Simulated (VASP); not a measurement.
Crystal: Si4N5.

```
Si N
1.0
     3.61957    0.00000    0.00000
    -1.80978    3.13464    0.00000
     0.00000    0.00000    9.27607
Si N
4 5
Cartesian
  0.0000 2.0898 2.2985
  0.0000 2.0898 6.9775
  0.0000 0.0000 4.6380
  0.0000 0.0000 0.0000
  1.8098 1.0449 3.4778
  1.8098 1.0449 8.1295
  1.8098 1.0449 5.7983
  1.8098 1.0449 1.1465
  0.0000 2.0898 4.6380
```

The cell was generated, and may not be a known phase.

- Program: VASP 6.6.1
- Task: relaxation of cell and atoms
- Functional: PBE
- Potentials or basis: VASP PAW PBE potentials, release 64 (Si, N)
- Cutoff: 600 eV
- k mesh: 6 × 6 × 2
- Occupations: gaussian, width 0.1 eV
- Spin: no spin polarisation

At the start: pressure -17.1 GPa; volume 11.69 Å³/atom.

Problem. Where does the relaxation end?

Solution. Over 42 steps the energy falls by 1524.3 meV/atom and the volume is 9.30 Å³/atom (-20.5 %); space group P-6m2 (No. 187, to 0.1 Å) before and after.

The path:
```
step  energy change (eV)  largest force (eV/Å)  pressure (GPa)  volume (Å³)
   1              0.0000                2.6040          -17.06       105.25
   3             -3.3805                2.7548           28.31        76.27
   5             -4.5266                1.7581           29.05        75.98
   7             -7.3296                1.7298           33.80        75.71
   9            -10.3240                2.2947           13.25        87.51
  11            -10.8737                1.2774           -2.26        92.89
  13            -11.9408                1.8988           -1.77        93.97
  15            -12.2793                2.3452           -1.81        94.46
  17            -12.6009                1.7806           -1.53        94.16
  19            -12.7809                0.9317           -0.88        92.91
  21            -12.9505                0.7144           -3.03        91.23
  23            -13.1236                1.7785           -4.88        83.61
  25            -13.3855                1.0473           -6.99        85.42
  27            -13.4145                0.9976           -6.80        85.59
  29            -13.4296                1.2070           -2.09        82.62
  31            -13.5057                0.9467           -4.05        83.80
  33            -13.6519                0.4513            2.05        82.13
  35            -13.6585                0.4614            1.22        82.39
  37            -13.6892                0.3486           -0.54        83.38
  39            -13.6950                0.4122           -1.66        84.08
  41            -13.7182                0.0609            0.15        83.73
  42            -13.7184                0.0294            0.32        83.70
```

Final structure:
```
Si N
1.0
     2.82603    0.00000    0.00000
    -1.41301    2.44741    0.00000
     0.00000    0.00000   12.10160
Si N
4 5
Direct
  0.33333 0.66667 0.23497
  0.33333 0.66667 0.76503
  0.00000 0.00000 0.50000
  0.00000 0.00000 0.00000
  0.66667 0.33333 0.30526
  0.66667 0.33333 0.90211
  0.66667 0.33333 0.69474
  0.66667 0.33333 0.09789
  0.33333 0.66667 0.50000
```

Caveat: the volume moved by over 15 % at a fixed basis, so the end points are rough; an odd number of electrons without spin polarisation forces a metal; a magnetic or distorted state may lie lower.
